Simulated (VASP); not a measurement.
# CdTe (F-43m) in VASP: further runs

Runs on CdTe. Level: PBEsol. Tasks: single point.

Program: VASP 6.6.1. These are calculated values, not measurements. Logs are shortened: lines on timing, memory, paths and dates and some standing lists are left out, and cuts for length are marked.

## Step 1: The cell of the first run

It takes space group F-43m (No. 216, cubic). Conventional cell: a = 6.494 Å, b = 6.494 Å, c = 6.494 Å, α = 90.00°, β = 90.00°, γ = 90.00°. Within 3.7 Å of Te (site symmetry -43m) lie 4 Cd at 2.81 Å. Cd (site symmetry -43m) has 4 Te at 2.81 Å within 3.7 Å.

## Step 2: Single point, PBEsol (volume scaled by 1.04)

INCAR reads:

```
SYSTEM = CdTe
  PREC = Accurate
  ENCUT = 520
  EDIFF = 1E-7
  ISMEAR = -1
  SIGMA = 0.05
  LREAL = .False.
  LASPH = .True.
  NELM = 60
  ALGO = Normal
  ISIF = 2
  LWAVE = .False.
  LCHARG = .False.
  GGA = PS
  NBANDS = 16
```

KPOINTS reads:

```
Automatic mesh
0
Gamma
  7 7 7
  0 0 0
```

POSCAR reads:

```
CdTe
1.0
    0.0000000000      3.2471758892      3.2471758892
    3.2471758892      0.0000000000      3.2471758892
    3.2471758892      3.2471758892      0.0000000000
Te Cd
1 1
Direct
    0.7500000000      0.7500000000      0.7500000000
    0.0000000000      0.0000000000      0.0000000000
```

Potentials or basis: VASP PAW PBE potentials, release 64 (Te, Cd).

Command:

```sh
$ cat potpaw_PBE.64/Te/POTCAR potpaw_PBE.64/Cd/POTCAR > POTCAR
$ mpirun -np 1 vasp_std > vasp.out
```

OUTCAR:

```text
SYSTEM = CdTe
   PREC = Accurate
   ENCUT = 520
   EDIFF = 1E-7
   ISMEAR = -1
   LREAL = .False.
   LASPH = .True.
   NELM = 60
   ISIF = 2
   GGA = PS

 ion  position               nearest neighbor table
   1  0.750  0.750  0.750-   2 2.81   2 2.81   2 2.81   2 2.81
   2  0.000  0.000  0.000-   1 2.81   1 2.81   1 2.81   1 2.81

  LATTYP: Found a face centered cubic cell.
 ALAT       =     6.4943517784

  Lattice vectors:

 A1 = (   0.0000000000,   3.2471758892,   3.2471758892)
 A2 = (   3.2471758892,   0.0000000000,   3.2471758892)
 A3 = (   3.2471758892,   3.2471758892,   0.0000000000)

Analysis of symmetry for initial positions (statically):
=====================================================================
 Subroutine PRICEL returns:
 Original cell was already a primitive cell.

 Routine SETGRP: Setting up the symmetry group for a
 face centered cubic supercell.

 Subroutine GETGRP returns: Found 24 space group operations
 (whereof 24 operations were pure point group operations)
 out of a pool of 48 trial point group operations.

The static configuration has the point symmetry T_d .

Analysis of symmetry for dynamics (positions and initial velocities):
=====================================================================
 Subroutine PRICEL returns:
 Original cell was already a primitive cell.

 Routine SETGRP: Setting up the symmetry group for a
 face centered cubic supercell.

 Subroutine GETGRP returns: Found 24 space group operations
 (whereof 24 operations were pure point group operations)
 out of a pool of 48 trial point group operations.

The dynamic configuration has the point symmetry T_d .

 Subroutine INISYM returns: Found 24 space group operations
 (whereof 24 operations are pure point group operations),
 and found     1 'primitive' translations

----------------------------------------------------------------------------------------

                                     Primitive cell

  volume of cell :      68.4774

  direct lattice vectors                    reciprocal lattice vectors
     0.000000000  3.247175889  3.247175889    -0.153979956  0.153979956  0.153979956
     3.247175889  0.000000000  3.247175889     0.153979956 -0.153979956  0.153979956
     3.247175889  3.247175889  0.000000000     0.153979956  0.153979956 -0.153979956

  length of vectors
     4.592200182  4.592200182  4.592200182     0.266701107  0.266701107  0.266701107

  position of ions in fractional coordinates (direct lattice)
     0.750000000  0.750000000  0.750000000
     0.000000000  0.000000000  0.000000000

  ion indices of the primitive-cell ions
   primitive index   ion index
                 1           1
                 2           2

----------------------------------------------------------------------------------------

 KPOINTS: Automatic mesh

Automatic generation of k-mesh.
 Grid dimensions read from file:
 generate k-points for:    7    7    7

 Generating k-lattice:

  Cartesian coordinates                     Fractional coordinates (reciprocal lattice)
    -0.021997137  0.021997137  0.021997137     0.142857143  0.000000000  0.000000000
     0.021997137 -0.021997137  0.021997137     0.000000000  0.142857143  0.000000000
     0.021997137  0.021997137 -0.021997137     0.000000000  0.000000000  0.142857143

  Length of vectors
     0.038100158  0.038100158  0.038100158

  Shift w.r.t. Gamma in fractional coordinates (k-lattice)
     0.000000000  0.000000000  0.000000000

 Subroutine IBZKPT returns following result:
 ===========================================

 Found     20 irreducible k-points:

 Following reciprocal coordinates:
            Coordinates               Weight
  0.000000  0.000000  0.000000      1.000000
  0.142857  0.000000  0.000000      8.000000
  0.285714  0.000000  0.000000      8.000000
  0.428571  0.000000  0.000000      8.000000
  0.142857  0.142857  0.000000      6.000000
  0.285714  0.142857  0.000000     24.000000
[... 12 lines left out ...]
 -0.428571  0.428571  0.142857     24.000000
 -0.285714  0.428571  0.142857     24.000000
   k-points           NKPTS =     20   k-points in BZ     NKDIM =     20   number of bands    NBANDS=     16
   number of dos      NEDOS =    301   number of ions     NIONS =      2
   total plane-waves  NPLWV =  46656
   dimension x,y,z NGX =    36 NGY =   36 NGZ =   36
   dimension x,y,z NGXF=    72 NGYF=   72 NGZF=   72
   ions per type =               1   1
   NGX,Y,Z   is equivalent  to a cutoff of  13.03, 13.03, 13.03 a.u.
   NGXF,Y,Z  is equivalent  to a cutoff of  26.07, 26.07, 26.07 a.u.
 SYSTEM =  CdTe
   PREC   = accura    normal or accurate (medium, high low for compatibility)
   ISTART =      0    job   : 0-new  1-cont  2-samecut
   ICHARG =      2    charge: 1-file 2-atom 10-const
   ISPIN  =      1    spin polarized calculation?
   LNONCOLLINEAR =      F non collinear calculations
   LSORBIT =      F    spin-orbit coupling
   LASPH  =      T    aspherical Exc in radial PAW
   ENCUT  =  520.0 eV  38.22 Ry    6.18 a.u.   8.54  8.54  8.54*2*pi/ulx,y,z
   NELM   =     60;   NELMIN=  2; NELMDL= -5     # of ELM steps
   EDIFF  = 0.1E-06   stopping-criterion for ELM
   LREAL  =      F    real-space projection
   EDIFFG = 0.1E-05   stopping-criterion for IOM
   NSW    =      0    number of steps for IOM
   IBRION =     -1    ionic relax: 0-MD 1-quasi-New 2-CG
   NFREE  =      0    steps in history (QN), initial steepest desc. (CG)
   ISIF   =      2    stress and relaxation
   ISYM   =      2    0-nonsym 1-usesym 2-fastsym
   POTIM  = 0.5000    time-step for ionic-motion
   TEBEG  =    0.0;   TEEND  =   0.0 temperature during run
   PSTRESS=    0.0 pullay stress
   NELECT =      18.0000    total number of electrons
   NUPDOWN=      -1.0000    fix difference up-down
   EMIN   =  10.00;   EMAX   =-10.00  energy-range for DOS
   EFERMI =   0.00;   METHOD = LEGACY
   ISMEAR =    -1;   SIGMA  =   0.05  broadening in eV -4-tet -1-fermi 0-gaus
   EFERMI_NEDOS =   21; number of points for ismear=-14 and -15
   IALGO  =     38    algorithm
   IMIX   =      4    mixing-type and parameters
     AMIX     =   0.40;   BMIX     =  1.00
     AMIX_MAG =   1.60;   BMIX_MAG =  1.00
  volume/ion in A,a.u.               =      34.24       231.05
  Fermi-wavevector in a.u.,A,eV,Ry     =   1.048697  1.981749 14.963205  1.099765
  Thomas-Fermi vector in A             =   2.183629
   LORBIT       =      0    0 simple, 1 ext, 2 COOP (PROOUT), +10 PAW based schemes
   GGA     = PS    functional components
   LHFCALC =     F    Hartree Fock is set to
   AEXX    =    0.0000 exact exchange contribution
   IVDW    =     0    specifies the selected vdW correction
   LEPSILON=     F    determine dielectric tensor
   LRPA    =     F    only Hartree local field effects (RPA)
 non-spin polarized calculation
  energy-cutoff  :      520.00
  volume of cell :       68.48
 maximum number of plane-waves:      1868
 NGX is ok and might be reduce to    36
   NGX = 17   NGY = 17   NGZ = 17

 number of electron      17.9999998 magnetization

 Free energy of the ion-electron system (eV)
  ---------------------------------------------------
  ext. energy  EPLUGINS =         0.00000000
  ---------------------------------------------------
  free energy    TOTEN  =        -5.48800382 eV

  energy without entropy =       -5.48799016  energy(sigma->0) =       -5.48799699

 E-fermi :   2.5099     XC(G=0):  -8.7534

 val. band max:        2.1563854589   @ k =   0.0000   0.0000   0.0000
 cond. band min:       2.7996609725   @ k =   0.0000   0.0000   0.0000
 fundamental gap:      0.6432755137
 Fermi energy:         2.5098705484

 k-point     1 :       0.0000    0.0000    0.0000
  band No.  band energies     occupation
      1      -9.0204      2.00000
      2      -6.0793      2.00000
      3      -6.0793      2.00000
      4      -6.0793      2.00000
      5      -5.8189      2.00000
      6      -5.8189      2.00000
[... 8 lines left out ...]
     15      11.4897      0.00000
     16      11.4897      0.00000

 k-point     2 :       0.1429    0.0000    0.0000
  band No.  band energies     occupation
      1      -8.9450      2.00000
      2      -6.0652      2.00000
      3      -6.0652      2.00000
      4      -6.0207      2.00000
      5      -5.8200      2.00000
      6      -5.8200      2.00000
[... 8 lines left out ...]
     15      10.6623      0.00000
     16      10.6623      0.00000

 k-point     3 :       0.2857    0.0000    0.0000
  band No.  band energies     occupation
      1      -8.7745      2.00000
      2      -6.0367      2.00000
      3      -6.0367      2.00000
      4      -5.8210      2.00000
      5      -5.8183      2.00000
      6      -5.8183      2.00000
[... 8 lines left out ...]
     15      10.6737      0.00000
     16      10.6737      0.00000

 k-point     4 :       0.4286    0.0000    0.0000
  band No.  band energies     occupation
      1      -8.6393      2.00000
      2      -6.0185      2.00000
      3      -6.0185      2.00000
      4      -5.8115      2.00000
      5      -5.8115      2.00000
      6      -5.5367      2.00000
[... 8 lines left out ...]
     15      11.8880      0.00000
     16      11.8880      0.00000
[... 248 lines left out ...]
 k-point    18 :      -0.4286    0.2857    0.1429
  band No.  band energies     occupation
      1      -8.5597      2.00000
      2      -5.9861      2.00000
      3      -5.9739      2.00000
      4      -5.8442      2.00000
      5      -5.8118      2.00000
      6      -5.4071      2.00000
[... 8 lines left out ...]
     15      12.0338      0.00000
     16      12.9298      0.00000

 k-point    19 :      -0.4286    0.4286    0.1429
  band No.  band energies     occupation
      1      -8.5181      2.00000
      2      -5.9516      2.00000
      3      -5.9503      2.00000
      4      -5.8749      2.00000
      5      -5.8015      2.00000
      6      -5.3494      2.00000
[... 8 lines left out ...]
     15      12.7896      0.00000
     16      13.6105      0.00000

 k-point    20 :      -0.2857    0.4286    0.1429
  band No.  band energies     occupation
      1      -8.5083      2.00000
      2      -5.9655      2.00000
      3      -5.9508      2.00000
      4      -5.8507      2.00000
      5      -5.8155      2.00000
      6      -5.2844      2.00000
[... 8 lines left out ...]
     15      12.2352      0.00000
     16      14.0316      0.00000

------------------------ aborting loop because EDIFF is reached ----------------------------------------

  FORCE on cell =-STRESS in cart. coord.  units (eV):
  Direction    XX          YY          ZZ          XY          YZ          ZX
  --------------------------------------------------------------------------------------
  -------------------------------------------------------------------------------------
  Total        0.0280786      0.0280786      0.0280786      0.0000000      0.0000000      0.0000000
  in kB        0.6569589      0.6569589      0.6569589      0.0000000      0.0000000      0.0000000
  external PRESSURE =       0.6569589 kB  Pullay stress =       0.0000000 kB

 VOLUME and BASIS-vectors are now :
 -----------------------------------------------------------------------------
  energy-cutoff  :      520.00
  volume of cell :       68.48
      direct lattice vectors                 reciprocal lattice vectors
     0.000000000  3.247175889  3.247175889    -0.153979956  0.153979956  0.153979956
     3.247175889  0.000000000  3.247175889     0.153979956 -0.153979956  0.153979956
     3.247175889  3.247175889  0.000000000     0.153979956  0.153979956 -0.153979956

 POSITION                                       TOTAL-FORCE (eV/Angst)
 -----------------------------------------------------------------------------------
      4.87076      4.87076      4.87076        -0.000000     -0.000000     -0.000000
      0.00000      0.00000      0.00000         0.000000      0.000000      0.000000
 -----------------------------------------------------------------------------------
    total drift:                                0.000000      0.000000      0.000000

  FREE ENERGIE OF THE ION-ELECTRON SYSTEM (eV)
  ---------------------------------------------------
  free  energy   TOTEN  =        -5.4880038195 eV

  energy  without entropy=       -5.4879901574  energy(sigma->0) =       -5.48799699
```

Wall time 11 s (1 thread of Intel Xeon 6975P-C (Granite Rapids), shared host); peak memory 0.21 GiB.

Results:

* Free energy: -5.4880 eV
* Pressure: 0.1 GPa
* Band gap on the k mesh: 0.64 eV, direct

Levels at points of the mesh, in eV from the valence-band top:
| k point | band 6 | band 7 | band 8 | band 9 | band 10 | band 11 | band 12 | band 13 |
| --- | --- | --- | --- | --- | --- | --- | --- | --- |
| (0.00, 0.00, 0.00) | -7.98 | 0.00 | 0.00 | 0.00 | 0.64 | 4.55 | 4.55 | 4.55 |

Caveat: the PAW data sets were made with another functional, which shifts forces and pressure a little; spin-orbit coupling is left out, which moves the levels of the heavy elements.

## Step 3: Single point, PBEsol (volume scaled by 1.06)

INCAR reads:

```
ALGO = Normal ; EDIFF = 1E-7
ENCUT = 520 ; GGA = PS
ISIF = 2 ; ISMEAR = -1
LASPH = True ; LCHARG = False
LREAL = False ; LWAVE = False
NBANDS = 16 ; NELM = 60
PREC = Accurate ; SIGMA = 0.05
```

KPOINTS reads:

```
k-points
0
Gamma
  7 7 7
```

POSCAR reads:

```
CdTe
1.0
    0.0000000000      3.2678590959      3.2678590959
    3.2678590959      0.0000000000      3.2678590959
    3.2678590959      3.2678590959      0.0000000000
Te Cd
1 1
Direct
    0.7500000000      0.7500000000      0.7500000000
    0.0000000000      0.0000000000      0.0000000000
```

Potentials or basis: VASP PAW PBE potentials, release 64 (Te, Cd).

Command:

```sh
$ cat potpaw_PBE.64/Te/POTCAR potpaw_PBE.64/Cd/POTCAR > POTCAR
$ mpirun -np 1 vasp_std > vasp.out
```

It took 10 s on 1 thread of Intel Xeon 6975P-C (Granite Rapids), shared host; peak memory 0.21 GiB.

Results (log left out):

* Free energy: -5.4854 eV
* Pressure: -0.7 GPa
* Band gap on the k mesh: 0.59 eV, direct

Levels at points of the mesh, in eV from the valence-band top:
```csv
k point,band 6,band 7,band 8,band 9,band 10,band 11,band 12,band 13
"(0.00, 0.00, 0.00)",-7.92,0.00,0.00,0.00,0.59,4.56,4.56,4.56
```

Caveat: the PAW data sets were made with another functional, which shifts forces and pressure a little; spin-orbit coupling is left out, which moves the levels of the heavy elements.
